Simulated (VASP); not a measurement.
# Zn4SnN (F-43m) in VASP: notebook

Runs on Zn4SnN. Level: PBE. Tasks: single point, relaxation of cell and atoms.

Everything below comes from runs of VASP 6.6.1. Logs are shortened: lines on timing, memory, paths and dates and some standing lists are left out, and cuts for length are marked.

**1. The cell of the first run**

Symmetry: F-43m, No. 216, cubic system. The conventional cell has a = 7.178 Å, b = 7.178 Å, c = 7.178 Å, α = 90.00°, β = 90.00°, γ = 90.00°. Zn (site symmetry 3m) has 6 Zn at 2.52 to 2.56 Å and 3 N at 2.97 Å and 3 Sn at 2.98 Å within 3.3 Å. Within 3.9 Å of Sn (site symmetry -43m) lie 12 Zn at 2.98 Å and 4 N at 3.11 Å. Within 3.9 Å of N (site symmetry -43m) lie 12 Zn at 2.97 Å and 4 Sn at 3.11 Å.

The cell was built from a structure type or drawn by symmetry, and may not be a known phase.

**2. Single point, PBE**

File INCAR:

```
SYSTEM = Zn4SnN
PREC     = Accurate       ! precision mode
ENCUT    = 520            ! plane-wave cutoff, eV
EDIFF    = 1E-7           ! SCF threshold, eV
ISMEAR   = 0              ! smearing method
SIGMA    = 0.1            ! smearing width, eV
LREAL    = .False.        ! projectors in reciprocal space
LASPH    = .True.         ! aspherical terms in the spheres
NELM     = 100            ! most SCF steps
ALGO     = Normal         ! electronic algorithm
ISIF     = 2              ! what is computed and relaxed
LWAVE    = .False.        ! write WAVECAR
LCHARG   = .False.        ! write CHGCAR
GGA      = PE             ! functional
NBANDS   = 42             ! bands
```

File KPOINTS:

```
regular mesh
0
Gamma
  4 4 4
  0 0 0
```

File POSCAR:

```
Zn4SnN
1.0
    0.0000000000      3.5891968800      3.5891968800
    3.5891968800      0.0000000000      3.5891968800
    3.5891968800      3.5891968800      0.0000000000
Zn Sn N
4 1 1
Direct
    0.3721128700      0.8759623800      0.8759623800
    0.8759623800      0.3721128700      0.8759623800
    0.8759623800      0.8759623800      0.3721128700
    0.8759623800      0.8759623800      0.8759623800
    0.5000000000      0.5000000000      0.5000000000
    0.2500000000      0.2500000000      0.2500000000
```

Potentials or basis: VASP PAW PBE potentials, release 64 (Zn, Sn_d, N).

Command:

```bash
> cat potpaw_PBE.64/Zn/POTCAR potpaw_PBE.64/Sn_d/POTCAR potpaw_PBE.64/N/POTCAR > POTCAR
> mpirun -np 1 vasp_std > vasp.out
```

OUTCAR:

```text
SYSTEM = Zn4SnN
   PREC = Accurate
   ENCUT = 520
   EDIFF = 1E-7
   ISMEAR = 0
   LREAL = .False.
   LASPH = .True.
   NELM = 100
   ISIF = 2
   GGA = PE

 ion  position               nearest neighbor table
   1  0.372  0.876  0.876-   2 2.52   3 2.52   4 2.52   4 2.56   3 2.56   2 2.56   5 2.98   5 2.98
                             5 2.98
   2  0.876  0.372  0.876-   1 2.52   3 2.52   4 2.52   3 2.56   4 2.56   1 2.56   5 2.98   5 2.98
                             5 2.98
   3  0.876  0.876  0.372-   1 2.52   2 2.52   4 2.52   4 2.56   2 2.56   1 2.56   5 2.98   5 2.98
                             5 2.98
   4  0.876  0.876  0.876-   1 2.52   2 2.52   3 2.52   3 2.56   2 2.56   1 2.56   5 2.98   5 2.98
                             5 2.98
   5  0.500  0.500  0.500-   1 2.98   2 2.98   1 2.98   3 2.98   2 2.98   3 2.98   4 2.98   4 2.98
                             4 2.98   1 2.98   2 2.98   3 2.98
   6  0.250  0.250  0.250-

  LATTYP: Found a face centered cubic cell.
 ALAT       =     7.1783937600

  Lattice vectors:

 A1 = (   0.0000000000,   3.5891968800,   3.5891968800)
 A2 = (   3.5891968800,   0.0000000000,   3.5891968800)
 A3 = (   3.5891968800,   3.5891968800,   0.0000000000)

Analysis of symmetry for initial positions (statically):
=====================================================================
 Subroutine PRICEL returns:
 Original cell was already a primitive cell.

 Routine SETGRP: Setting up the symmetry group for a
 face centered cubic supercell.

 Subroutine GETGRP returns: Found 24 space group operations
 (whereof 24 operations were pure point group operations)
 out of a pool of 48 trial point group operations.

The static configuration has the point symmetry T_d .

Analysis of symmetry for dynamics (positions and initial velocities):
=====================================================================
 Subroutine PRICEL returns:
 Original cell was already a primitive cell.

 Routine SETGRP: Setting up the symmetry group for a
 face centered cubic supercell.

 Subroutine GETGRP returns: Found 24 space group operations
 (whereof 24 operations were pure point group operations)
 out of a pool of 48 trial point group operations.

The dynamic configuration has the point symmetry T_d .

 Subroutine INISYM returns: Found 24 space group operations
 (whereof 24 operations are pure point group operations),
 and found     1 'primitive' translations

----------------------------------------------------------------------------------------

                                     Primitive cell

  volume of cell :      92.4745

  direct lattice vectors                    reciprocal lattice vectors
     0.000000000  3.589196880  3.589196880    -0.139306930  0.139306930  0.139306930
     3.589196880  0.000000000  3.589196880     0.139306930 -0.139306930  0.139306930
     3.589196880  3.589196880  0.000000000     0.139306930  0.139306930 -0.139306930

  length of vectors
     5.075890906  5.075890906  5.075890906     0.241286681  0.241286681  0.241286681

  position of ions in fractional coordinates (direct lattice)
     0.372112870  0.875962380  0.875962380
     0.875962380  0.372112870  0.875962380
     0.875962380  0.875962380  0.372112870
     0.875962380  0.875962380  0.875962380
     0.500000000  0.500000000  0.500000000
     0.250000000  0.250000000  0.250000000

  ion indices of the primitive-cell ions
   primitive index   ion index
                 1           1
                 2           2
                 3           3
                 4           4
                 5           5
                 6           6

----------------------------------------------------------------------------------------

 KPOINTS: regular mesh

Automatic generation of k-mesh.
 Grid dimensions read from file:
 generate k-points for:    4    4    4

 Generating k-lattice:

  Cartesian coordinates                     Fractional coordinates (reciprocal lattice)
    -0.034826733  0.034826733  0.034826733     0.250000000  0.000000000  0.000000000
     0.034826733 -0.034826733  0.034826733     0.000000000  0.250000000  0.000000000
     0.034826733  0.034826733 -0.034826733     0.000000000  0.000000000  0.250000000

  Length of vectors
     0.060321670  0.060321670  0.060321670

  Shift w.r.t. Gamma in fractional coordinates (k-lattice)
     0.000000000  0.000000000  0.000000000

 Subroutine IBZKPT returns following result:
 ===========================================

 Found      8 irreducible k-points:

 Following reciprocal coordinates:
            Coordinates               Weight
  0.000000  0.000000  0.000000      1.000000
  0.250000  0.000000  0.000000      8.000000
  0.500000  0.000000  0.000000      4.000000
  0.250000  0.250000  0.000000      6.000000
  0.500000  0.250000  0.000000     24.000000
 -0.250000  0.250000  0.000000     12.000000
  0.500000  0.500000  0.000000      3.000000
 -0.250000  0.500000  0.250000      6.000000
[... 56 lines left out ...]

 number of electron      67.0000039 magnetization

 Free energy of the ion-electron system (eV)
  ---------------------------------------------------
  ext. energy  EPLUGINS =         0.00000000
  ---------------------------------------------------
  free energy    TOTEN  =       -12.01216631 eV

  energy without entropy =      -11.98354626  energy(sigma->0) =      -11.99785629

 E-fermi :   4.8425     XC(G=0): -11.4292

 val. band max:        4.8244358796   @ k =   0.5000   0.2500   0.0000
 cond. band min:       5.0750327940   @ k =  -0.2500   0.2500   0.0000
 fundamental gap:      0.2505969144
 Fermi energy:         4.8424932027

 k-point     1 :       0.0000    0.0000    0.0000
  band No.  band energies     occupation
      1     -16.8049      2.00000
      2     -16.8049      2.00000
      3     -16.7872      2.00000
      4     -16.7872      2.00000
      5     -16.7872      2.00000
      6      -8.2564      2.00000
[... 34 lines left out ...]
     41      10.7224      0.00000
     42      10.7224      0.00000

 k-point     2 :       0.2500    0.0000    0.0000
  band No.  band energies     occupation
      1     -16.8053      2.00000
      2     -16.8053      2.00000
      3     -16.7875      2.00000
      4     -16.7863      2.00000
      5     -16.7863      2.00000
      6      -8.0240      2.00000
[... 34 lines left out ...]
     41       9.4591      0.00000
     42      11.3756      0.00000

 k-point     3 :       0.5000    0.0000    0.0000
  band No.  band energies     occupation
      1     -16.8057      2.00000
      2     -16.8057      2.00000
      3     -16.7879      2.00000
      4     -16.7852      2.00000
      5     -16.7852      2.00000
      6      -7.7572      2.00000
[... 34 lines left out ...]
     41      11.6268      0.00000
     42      11.6268      0.00000

 k-point     4 :       0.2500    0.2500    0.0000
  band No.  band energies     occupation
      1     -16.8064      2.00000
      2     -16.8044      2.00000
      3     -16.7885      2.00000
      4     -16.7855      2.00000
      5     -16.7855      2.00000
      6      -7.9586      2.00000
[... 34 lines left out ...]
     41      10.4997      0.00000
     42      10.4997      0.00000

 k-point     5 :       0.5000    0.2500    0.0000
  band No.  band energies     occupation
      1     -16.8068      2.00000
      2     -16.8048      2.00000
      3     -16.7881      2.00000
      4     -16.7853      2.00000
      5     -16.7845      2.00000
      6      -7.7137      2.00000
[... 34 lines left out ...]
     41      11.1539      0.00000
     42      11.5497      0.00000

 k-point     6 :      -0.2500    0.2500    0.0000
  band No.  band energies     occupation
      1     -16.8057      2.00000
      2     -16.8056      2.00000
      3     -16.7870      2.00000
      4     -16.7861      2.00000
      5     -16.7853      2.00000
      6      -7.7853      2.00000
[... 34 lines left out ...]
     41      11.2752      0.00000
     42      11.9877      0.00000

 k-point     7 :       0.5000    0.5000    0.0000
  band No.  band energies     occupation
      1     -16.8080      2.00000
      2     -16.8039      2.00000
      3     -16.7897      2.00000
      4     -16.7838      2.00000
      5     -16.7838      2.00000
      6      -7.6594      2.00000
[... 34 lines left out ...]
     41      10.9382      0.00000
     42      11.1039      0.00000

 k-point     8 :      -0.2500    0.5000    0.2500
  band No.  band energies     occupation
      1     -16.8069      2.00000
      2     -16.8048      2.00000
      3     -16.7868      2.00000
      4     -16.7867      2.00000
      5     -16.7838      2.00000
      6      -7.6466      2.00000
[... 34 lines left out ...]
     41      10.1392      0.00000
     42      11.4059      0.00000

------------------------ aborting loop because EDIFF is reached ----------------------------------------

  FORCE on cell =-STRESS in cart. coord.  units (eV):
  Direction    XX          YY          ZZ          XY          YZ          ZX
  --------------------------------------------------------------------------------------
  -------------------------------------------------------------------------------------
  Total        1.8131343      1.8131343      1.8131343      0.0000000      0.0000000     -0.0000000
  in kB       31.4136726     31.4136726     31.4136726      0.0000000      0.0000000     -0.0000000
  external PRESSURE =      31.4136726 kB  Pullay stress =       0.0000000 kB

 VOLUME and BASIS-vectors are now :
 -----------------------------------------------------------------------------
  energy-cutoff  :      520.00
  volume of cell :       92.47
      direct lattice vectors                 reciprocal lattice vectors
     0.000000000  3.589196880  3.589196880    -0.139306930  0.139306930  0.139306930
     3.589196880  0.000000000  3.589196880     0.139306930 -0.139306930  0.139306930
     3.589196880  3.589196880  0.000000000     0.139306930  0.139306930 -0.139306930

 POSITION                                       TOTAL-FORCE (eV/Angst)
 -----------------------------------------------------------------------------------
      6.28800      4.47959      4.47959        -0.076227      0.076227      0.076227
      4.47959      6.28800      4.47959         0.076227     -0.076227      0.076227
      4.47959      4.47959      6.28800         0.076227      0.076227     -0.076227
      6.28800      6.28800      6.28800        -0.076227     -0.076227     -0.076227
      3.58920      3.58920      3.58920         0.000000      0.000000      0.000000
      1.79460      1.79460      1.79460         0.000000      0.000000      0.000000
 -----------------------------------------------------------------------------------
    total drift:                               -0.000009     -0.000009     -0.000010

  FREE ENERGIE OF THE ION-ELECTRON SYSTEM (eV)
  ---------------------------------------------------
  free  energy   TOTEN  =       -12.0121663127 eV

  energy  without entropy=      -11.9835462599  energy(sigma->0) =      -11.99785629
```

Wall time 21 s (1 thread of AMD EPYC 9R45 (Zen 5), shared host); peak memory 0.21 GiB.

Results:

```yaml
Free_energy: -12.0122 eV
Pressure: 3.1 GPa
Largest_force: 0.132 eV/Å
Band_gap_on_the_k_mesh: zero (an odd number of electrons rules out a gap without spin polarisation)
```

Forces in eV/Å, atoms in the order of the input:
```
Zn  -0.076  0.076  0.076
Zn   0.076 -0.076  0.076
Zn   0.076  0.076 -0.076
Zn  -0.076 -0.076 -0.076
Sn   0.000  0.000  0.000
N    0.000  0.000  0.000
```

Caveat: the k points lie up to 0.38 Å⁻¹ apart, too coarse for converged energies and pressures of a metal; spin-orbit coupling is left out, which moves the levels of the heavy elements.

**3. Single point, PBE**

This run uses another cell than the first one, of 16.01 Å³/atom.

File INCAR:

```
PREC = Accurate
ENCUT = 520
EDIFF = 1E-6
ISMEAR = 0
SIGMA = 0.1
LREAL = False
LASPH = True
NELM = 100
ALGO = Normal
ISIF = 2
LWAVE = False
LCHARG = False
GGA = PE
NBANDS = 42
```

File KPOINTS:

```
regular mesh
0
Gamma
  10 10 10
```

File POSCAR:

```
Zn4SnN
1.0
    0.0000000000      3.6353057141      3.6353057141
    3.6353057141      0.0000000000      3.6353057141
    3.6353057141      3.6353057141      0.0000000000
Zn Sn N
4 1 1
Direct
    0.3727327699      0.8757557434      0.8757557434
    0.8757557434      0.3727327699      0.8757557434
    0.8757557434      0.8757557434      0.3727327699
    0.8757557434      0.8757557434      0.8757557434
    0.5000000000      0.5000000000      0.5000000000
    0.2500000000      0.2500000000      0.2500000000
```

Potentials or basis: VASP PAW PBE potentials, release 64 (Zn, Sn_d, N).

Command:

```bash
> cat potpaw_PBE.64/Zn/POTCAR potpaw_PBE.64/Sn_d/POTCAR potpaw_PBE.64/N/POTCAR > POTCAR
> mpirun -np 1 vasp_std > vasp.out
```

Wall time 99 s (1 thread of AMD EPYC 9R45 (Zen 5), shared host); peak memory 0.31 GiB.

The run converged. Its results:

| Quantity | Value |
| --- | --- |
| Free energy | -12.0170 eV |
| Pressure | 0.2 GPa |
| Largest force | 0.004 eV/Å |
| Band gap on the k mesh | zero (an odd number of electrons rules out a gap without spin polarisation) |

Forces in eV/Å, atoms in the order of the input:
```
Zn  -0.002  0.002  0.002
Zn   0.002 -0.002  0.002
Zn   0.002  0.002 -0.002
Zn  -0.002 -0.002 -0.002
Sn   0.000  0.000  0.000
N    0.000  0.000  0.000
```

Levels at points of the mesh, in eV from the Fermi level:
| k point | band 31 | band 32 | band 33 | band 34 | band 35 | band 36 | band 37 | band 38 |
| --- | --- | --- | --- | --- | --- | --- | --- | --- |
| (0.00, 0.00, 0.00) | -2.28 | -1.81 | -1.33 | -1.33 | -1.33 | 1.12 | 1.12 | 1.12 |
| (0.50, 0.00, 0.00) | -2.80 | -1.63 | -1.63 | -0.32 | 0.73 | 1.54 | 1.54 | 4.14 |
| (0.50, 0.50, 0.00) | -4.26 | -0.15 | -0.10 | 0.41 | 0.41 | 3.97 | 4.39 | 4.39 |

Caveat: spin-orbit coupling is left out, which moves the levels of the heavy elements.

**4. Relaxation of cell and atoms, PBE**

File INCAR:

```
ALGO = Normal ; EDIFF = 1E-6
EDIFFG = -0.01 ; ENCUT = 600
GGA = PE ; IBRION = 2
ISIF = 3 ; ISMEAR = 0
LASPH = T ; LCHARG = F
LREAL = F ; LWAVE = F
NELM = 80 ; NSW = 100
PREC = Accurate ; SIGMA = 0.1
```

File KPOINTS:

```
k-points
0
Gamma
  10 10 10
```

File POSCAR:

```
Zn4SnN
1.0
    0.0000000000      3.5891968800      3.5891968800
    3.5891968800      0.0000000000      3.5891968800
    3.5891968800      3.5891968800      0.0000000000
Zn Sn N
4 1 1
Direct
    0.3721128700      0.8759623800      0.8759623800
    0.8759623800      0.3721128700      0.8759623800
    0.8759623800      0.8759623800      0.3721128700
    0.8759623800      0.8759623800      0.8759623800
    0.5000000000      0.5000000000      0.5000000000
    0.2500000000      0.2500000000      0.2500000000
```

Command:

```bash
> cat potpaw_PBE.64/Zn/POTCAR potpaw_PBE.64/Sn_d/POTCAR potpaw_PBE.64/N/POTCAR > POTCAR
> mpirun -np 1 vasp_std > vasp.out
```

Wall time 5.6 min (1 thread of AMD EPYC 9R45 (Zen 5), shared host); peak memory 0.37 GiB.

The run converged. Its results:

| Item | Value |
| --- | --- |
| Free energy | -12.0155 eV |
| Relaxed volume | 16.05 Å³/atom |
| Relaxed cell | a = 5.145 Å, b = 5.145 Å, c = 5.145 Å, α = 60.00°, β = 60.00°, γ = 60.00° |
| Space group after relaxing (to 0.1 Å) | F-43m (No. 216) |
| Energy gained by relaxing | 6.2 meV/atom |
| Ionic steps | 3 |
| Pressure after relaxing | 0.0 GPa |
| Band gap on the k mesh | zero (an odd number of electrons rules out a gap without spin polarisation) |

Step by step:
```tsv
step	energy change (eV)	largest force (eV/Å)	pressure (GPa)	volume (Å³)
1	0.0000	0.0655	3.23	92.47
2	-0.0368	0.0082	-0.31	96.70
3	-0.0372	0.0018	0.05	96.28
```

Final structure:
```xyz
6
Lattice="0.0000 3.6378 3.6378 3.6378 0.0000 3.6378 3.6378 3.6378 0.0000" Properties=species:S:1:pos:R:3 pbc="T T T"
Zn    6.3714    4.5419    4.5419
Zn    4.5419    6.3714    4.5419
Zn    4.5419    4.5419    6.3714
Zn    6.3714    6.3714    6.3714
Sn    3.6378    3.6378    3.6378
N     1.8189    1.8189    1.8189
```

Levels at points of the mesh, in eV from the Fermi level:
| k point | band 31 | band 32 | band 33 | band 34 | band 35 | band 36 | band 37 | band 38 |
| --- | --- | --- | --- | --- | --- | --- | --- | --- |
| (0.00, 0.00, 0.00) | -2.27 | -1.81 | -1.33 | -1.33 | -1.33 | 1.12 | 1.12 | 1.12 |
| (0.50, 0.00, 0.00) | -2.79 | -1.63 | -1.63 | -0.32 | 0.73 | 1.54 | 1.54 | 4.14 |
| (0.50, 0.50, 0.00) | -4.26 | -0.15 | -0.10 | 0.41 | 0.41 | 3.96 | 4.38 | 4.38 |

Caveat: spin-orbit coupling is left out, which moves the levels of the heavy elements.

**5. The runs side by side**

```tsv
task	cell	k mesh	cutoff (eV)	gap on the mesh (eV)	pressure (GPa)
single point	a = 5.076 Å, angles 60.0°, 6 atoms	4 × 4 × 4	520	none	3.1
single point	a = 5.141 Å, angles 60.0°, 6 atoms	10 × 10 × 10	520	none	0.2
relaxation of cell and atoms	relaxed from a = 5.076 Å, angles 60.0°, 6 atoms	10 × 10 × 10	600	none	0.0
```

Alike in all rows: level PBE; potentials or basis VASP PAW PBE potentials, release 64 (Zn, Sn_d, N); no spin polarisation; smearing gaussian 0.1 eV.

Caveats: some runs use coarse meshes; spin-orbit coupling is left out, which moves the levels of the heavy elements.

Absolute energies hang on the potentials; compare differences alone.
